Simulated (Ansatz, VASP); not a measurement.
## SiC: VASP beside Ansatz

```
Si C
1.0
     0.00000    2.17700    2.17700
     2.17700    0.00000    2.17700
     2.17700    2.17700    0.00000
Si C
1 1
Cartesian
  1.0885 1.0885 1.0885
  0.0000 0.0000 0.0000
```

Alike in both runs: task single point; functional PBEsol; k mesh 8 × 8 × 8; occupations gaussian, width 0.1 eV; no spin polarisation.

|  | VASP | Ansatz |
| --- | --- | --- |
| version | VASP 6.6.1 | Ansatz 0.2.0 |
| potentials or method | VASP PAW PBE potentials, release 64 (Si, C), cutoff 520 eV | scalar-relativistic, plane waves, PAW |
| valence electrons in the cell | 8 | 8 |

|  | VASP | Ansatz | Ansatz less VASP |
| --- | --- | --- | --- |
| gap on the k mesh at the Fermi level (eV) | 1.23 | 1.24 | +0.010 |
| least direct gap on the mesh (eV) | 4.45 | 4.45 | +0.009 |
| pressure (GPa) | 0.8 | 0.4 | -0.36 |

VASP's potentials were made for PBE, not for PBEsol. The functional is the same, so the differences come from potentials, cutoffs and numerics.
